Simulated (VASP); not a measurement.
# Ru (P6_3/mmc) in VASP: notebook, part 2 of 2

VASP 6.6.1.

### Step 5. Relaxation of cell and atoms, PBEsol

This run uses another cell than the first one, of 13.57 Å³/atom, 1.038 times its volume.

INCAR reads:

```
SYSTEM = Ru
PREC = Accurate ; ENCUT = 600
EDIFF = 1E-6 ; ISMEAR = 0
SIGMA = 0.1 ; LREAL = .FALSE.
LASPH = .TRUE. ; NELM = 100
ALGO = Fast ; ISIF = 3
LWAVE = .FALSE. ; LCHARG = .FALSE.
GGA = PS ; IBRION = 2
NSW = 100 ; EDIFFG = -0.005
```

KPOINTS reads:

```
Automatic mesh
0
G
  18 18 10
  0 0 0
```

POSCAR reads:

```
Ru
1.0
    2.7057993342      0.0000000000      0.0000000000
   -1.3528996671      2.3432909610      0.0000000000
    0.0000000000      0.0000000000      4.2819000000
Ru
2
Direct
    0.3333333333      0.6666666667      0.2500000000
    0.6666666667      0.3333333333      0.7500000000
```

Potentials or basis: VASP PAW PBE potentials, release 64 (Ru_pv).

Command:

```bash
$ cat potpaw_PBE.64/Ru_pv/POTCAR > POTCAR
$ mpirun -np 1 vasp_std > vasp.out
```

OUTCAR:

```text
SYSTEM = Ru
   PREC = Accurate
   ENCUT = 600
   EDIFF = 1E-6
   ISMEAR = 0
   LREAL = .FALSE.
   LASPH = .TRUE.
   NELM = 100
   ISIF = 3
   GGA = PS
   IBRION = 2
   NSW = 100
   EDIFFG = -0.005

 ion  position               nearest neighbor table
   1  0.333  0.667  0.250-   2 2.65   2 2.65   2 2.65   2 2.65   2 2.65   2 2.65
   2  0.667  0.333  0.750-   1 2.65   1 2.65   1 2.65   1 2.65   1 2.65   1 2.65

  LATTYP: Found a hexagonal cell.
 ALAT       =     2.7057993342
 C/A-ratio  =     1.5824898565

  Lattice vectors:

 A1 = (   2.7057993342,   0.0000000000,   0.0000000000)
 A2 = (  -1.3528996671,   2.3432909610,   0.0000000000)
 A3 = (   0.0000000000,   0.0000000000,   4.2819000000)

Analysis of symmetry for initial positions (statically):
=====================================================================
 Subroutine PRICEL returns:
 Original cell was already a primitive cell.

 Routine SETGRP: Setting up the symmetry group for a
 hexagonal supercell.

 Subroutine GETGRP returns: Found 24 space group operations
 (whereof 12 operations were pure point group operations)
 out of a pool of 24 trial point group operations.

The static configuration has the point symmetry D_3d.
 The point group associated with its full space group is D_6h.

Analysis of symmetry for dynamics (positions and initial velocities):
=====================================================================
 Subroutine PRICEL returns:
 Original cell was already a primitive cell.

 Routine SETGRP: Setting up the symmetry group for a
 hexagonal supercell.

 Subroutine GETGRP returns: Found 24 space group operations
 (whereof 12 operations were pure point group operations)
 out of a pool of 24 trial point group operations.

The dynamic configuration has the point symmetry D_3d.
 The point group associated with its full space group is D_6h.

 Subroutine INISYM returns: Found 24 space group operations
 (whereof 12 operations are pure point group operations),
 and found     1 'primitive' translations

----------------------------------------------------------------------------------------

                                     Primitive cell

  volume of cell :      27.1493

  direct lattice vectors                    reciprocal lattice vectors
     2.705799334  0.000000000  0.000000000     0.369576556  0.213375124  0.000000000
    -1.352899667  2.343290961  0.000000000     0.000000000  0.426750249  0.000000000
     0.000000000  0.000000000  4.281900000     0.000000000  0.000000000  0.233541185

  length of vectors
     2.705799334  2.705799334  4.281900000     0.426750249  0.426750249  0.233541185

  position of ions in fractional coordinates (direct lattice)
     0.333333333  0.666666667  0.250000000
     0.666666667  0.333333333  0.750000000

  ion indices of the primitive-cell ions
   primitive index   ion index
                 1           1
                 2           2

----------------------------------------------------------------------------------------

 KPOINTS: Automatic mesh

Automatic generation of k-mesh.
 Grid dimensions read from file:
[... 47 lines left out ...]
   k-points           NKPTS =    222   k-points in BZ     NKDIM =    222   number of bands    NBANDS=     18
   number of dos      NEDOS =    301   number of ions     NIONS =      2
   total plane-waves  NPLWV =  20736
   dimension x,y,z NGX =    24 NGY =   24 NGZ =   36
   dimension x,y,z NGXF=    48 NGYF=   48 NGZF=   72
   ions per type =               2
   NGX,Y,Z   is equivalent  to a cutoff of  14.75, 14.75, 13.98 a.u.
   NGXF,Y,Z  is equivalent  to a cutoff of  29.49, 29.49, 27.95 a.u.
 SYSTEM =  Ru
   PREC   = accura    normal or accurate (medium, high low for compatibility)
   ISTART =      0    job   : 0-new  1-cont  2-samecut
   ICHARG =      2    charge: 1-file 2-atom 10-const
   ISPIN  =      1    spin polarized calculation?
   LNONCOLLINEAR =      F non collinear calculations
   LSORBIT =      F    spin-orbit coupling
   LASPH  =      T    aspherical Exc in radial PAW
   ENCUT  =  600.0 eV  44.10 Ry    6.64 a.u.   5.40  5.40  8.55*2*pi/ulx,y,z
   NELM   =    100;   NELMIN=  2; NELMDL= -5     # of ELM steps
   EDIFF  = 0.1E-05   stopping-criterion for ELM
   LREAL  =      F    real-space projection
   EDIFFG = -.5E-02   stopping-criterion for IOM
   NSW    =    100    number of steps for IOM
   IBRION =      2    ionic relax: 0-MD 1-quasi-New 2-CG
   NFREE  =      1    steps in history (QN), initial steepest desc. (CG)
   ISIF   =      3    stress and relaxation
   ISYM   =      2    0-nonsym 1-usesym 2-fastsym
   POTIM  = 0.5000    time-step for ionic-motion
   TEBEG  =    0.0;   TEEND  =   0.0 temperature during run
   PSTRESS=    0.0 pullay stress
   NELECT =      28.0000    total number of electrons
   NUPDOWN=      -1.0000    fix difference up-down
   EMIN   =  10.00;   EMAX   =-10.00  energy-range for DOS
   EFERMI =   0.00;   METHOD = LEGACY
   ISMEAR =     0;   SIGMA  =   0.10  broadening in eV -4-tet -1-fermi 0-gaus
   EFERMI_NEDOS =   21; number of points for ismear=-14 and -15
   IALGO  =     68    algorithm
   IMIX   =      4    mixing-type and parameters
     AMIX     =   0.40;   BMIX     =  1.00
     AMIX_MAG =   1.60;   BMIX_MAG =  1.00
  volume/ion in A,a.u.               =      13.57        91.61
  Fermi-wavevector in a.u.,A,eV,Ry     =   1.654022  3.125649 37.222686  2.735790
  Thomas-Fermi vector in A             =   2.742361
   LORBIT       =      0    0 simple, 1 ext, 2 COOP (PROOUT), +10 PAW based schemes
   GGA     = PS    functional components
   LHFCALC =     F    Hartree Fock is set to
   AEXX    =    0.0000 exact exchange contribution
   IVDW    =     0    specifies the selected vdW correction
   LEPSILON=     F    determine dielectric tensor
   LRPA    =     F    only Hartree local field effects (RPA)
 conjugate gradient relaxation of ions
 non-spin polarized calculation
 RMM-DIIS sequential band-by-band and
 Gauss-broadening in eV      SIGMA  =   0.10
  energy-cutoff  :      600.00
  volume of cell :       27.15
 maximum number of plane-waves:       935
 NGX is ok and might be reduce to    24
   NGX = 11   NGY = 11   NGZ = 17

--------------------------------------- Ionic step        1  -------------------------------------------

 number of electron      28.0000002 magnetization

 Free energy of the ion-electron system (eV)
  ---------------------------------------------------
  ext. energy  EPLUGINS =         0.00000000
  ---------------------------------------------------
  free energy    TOTEN  =       -20.33551652 eV

  energy without entropy =      -20.32645620  energy(sigma->0) =      -20.33098636

------------------------ aborting loop because EDIFF is reached ----------------------------------------

  FORCE on cell =-STRESS in cart. coord.  units (eV):
  Direction    XX          YY          ZZ          XY          YZ          ZX
  --------------------------------------------------------------------------------------
  -------------------------------------------------------------------------------------
  Total       -1.0379282     -1.0379282     -1.1715664      0.0000000      0.0000000      0.0000000
  in kB      -61.2518982    -61.2518982    -69.1383751      0.0000000      0.0000000      0.0000000
  external PRESSURE =     -63.8807238 kB  Pullay stress =       0.0000000 kB
[... 203 lines left out ...]
--------------------------------------- Ionic step        7  -------------------------------------------

 number of electron      27.9999996 magnetization

 Free energy of the ion-electron system (eV)
  ---------------------------------------------------
  ext. energy  EPLUGINS =         0.00000000
  ---------------------------------------------------
  free energy    TOTEN  =       -20.34619556 eV

  energy without entropy =      -20.33734850  energy(sigma->0) =      -20.34177203

 E-fermi :  13.0509     XC(G=0): -14.4008

 val. band max:       13.0476546622   @ k =   0.1667  -0.0000   0.4000
 cond. band min:      13.0509751278   @ k =   0.1667   0.1111   0.3000
 fundamental gap:      0.0033204656
 Fermi energy:        13.0509423564

 k-point     1 :       0.0000    0.0000    0.0000
  band No.  band energies     occupation
      1     -30.6206      2.00000
      2     -29.6185      2.00000
      3     -29.6185      2.00000
      4     -29.4360      2.00000
      5     -29.4360      2.00000
      6     -29.3923      2.00000
[... 481 lines left out ...]
      5     -29.7037      2.00000
      6     -29.6206      2.00000
[... 10 lines left out ...]
     17      16.9030      0.00000
     18      20.5952      0.00000

 [... further k-points ...]

------------------------ aborting loop because EDIFF is reached ----------------------------------------

  FORCE on cell =-STRESS in cart. coord.  units (eV):
  Direction    XX          YY          ZZ          XY          YZ          ZX
  --------------------------------------------------------------------------------------
  -------------------------------------------------------------------------------------
  Total        0.0066645      0.0066645     -0.0005216      0.0000000     -0.0000000      0.0000000
  in kB        0.4009451      0.4009451     -0.0313818      0.0000000     -0.0000000      0.0000000
  external PRESSURE =       0.2568361 kB  Pullay stress =       0.0000000 kB
[... 17 lines left out ...]
  FREE ENERGIE OF THE ION-ELECTRON SYSTEM (eV)
  ---------------------------------------------------
  free  energy   TOTEN  =       -20.3461955568 eV

  energy  without entropy=      -20.3373484977  energy(sigma->0) =      -20.34177203

 reached required accuracy - stopping structural energy minimisation
```

CONTCAR:

```text
Ru
   1.00000000000000
     2.6892334983899429    0.0000000000000000   -0.0000000000000000
    -1.3446167491949714    2.3289445263528386    0.0000000000000000
     0.0000000000000000    0.0000000000000000    4.2521061944998149
  Ru
     2
Direct
     0.3333333332999970    0.6666666667000030    0.2500000000000000
     0.6666666667000030    0.3333333332999970    0.7500000000000000

  0.00000000E+00  0.00000000E+00  0.00000000E+00
  0.00000000E+00  0.00000000E+00  0.00000000E+00
```

Wall time 4.7 min (1 thread of Intel Xeon Platinum 8488C (Sapphire Rapids), shared host); peak memory 0.24 GiB.

What came out:

```yaml
Free_energy: -20.3462 eV
Relaxed_volume: 13.32 Å³/atom
Relaxed_cell: a = 2.689 Å, b = 2.689 Å, c = 4.252 Å, α = 90.00°, β = 90.00°, γ = 120.00°
Space_group_after_relaxing_to_0.05_Å: P6_3/mmc (No. 194)
Energy_gained_by_relaxing: 5.3 meV/atom
Ionic_steps: 7
Pressure_after_relaxing: 0.0 GPa
Band_gap_on_the_k_mesh: zero (band 14 reaches 14.58 eV, above the bottom of band 15 at 11.36 eV)
```

The path:
```csv
step,energy change (eV),largest force (eV/Å),pressure (GPa),volume (Å³)
1,0.0000,0.0000,-6.39,27.15
2,0.1010,0.0000,24.33,25.08
3,-0.0107,0.0000,-0.09,26.64
4,-0.0107,0.0000,-0.04,26.63
5,-0.0107,0.0000,0.10,26.62
6,-0.0107,0.0000,-0.32,26.65
7,-0.0107,0.0000,0.03,26.63
```

Final structure:
```
Ru
1.0
     2.68923    0.00000    0.00000
    -1.34462    2.32894    0.00000
     0.00000    0.00000    4.25211
Ru
2
Direct
  0.33333 0.66667 0.25000
  0.66667 0.33333 0.75000
```

Caveat: the PAW data sets were made with another functional, which shifts forces and pressure a little.

### Step 6. The runs side by side

```tsv
task	spin	cell	k mesh	cutoff (eV)	smearing	gap on the mesh (eV)	pressure (GPa)
single point	non-collinear, zero start, SOC	a = 2.673, b = 2.673, c = 4.226 Å, angles 90.0, 90.0, 120.0°, 2 atoms	18 × 18 × 10	520	fermi-dirac 0.15 eV	-	7.5
single point	off	a = 2.690, b = 2.690, c = 4.252 Å, angles 90.0, 90.0, 120.0°, 2 atoms	12 × 12 × 8	520	gaussian 0.15 eV	none	0.0
single point	off	a = 2.690, b = 2.690, c = 4.252 Å, angles 90.0, 90.0, 120.0°, 2 atoms	18 × 18 × 10	520	gaussian 0.1 eV	none	0.0
relaxation of cell and atoms	off	relaxed from a = 2.706, b = 2.706, c = 4.282 Å, angles 90.0, 90.0, 120.0°, 2 atoms	18 × 18 × 10	600	gaussian 0.1 eV	none	0.0
```

Alike in all rows: level PBEsol; potentials or basis VASP PAW PBE potentials, release 64 (Ru_pv).

Caveats: the PAW data sets were made with another functional, which shifts forces and pressure a little.

Absolute energies hang on the potentials; compare differences alone.
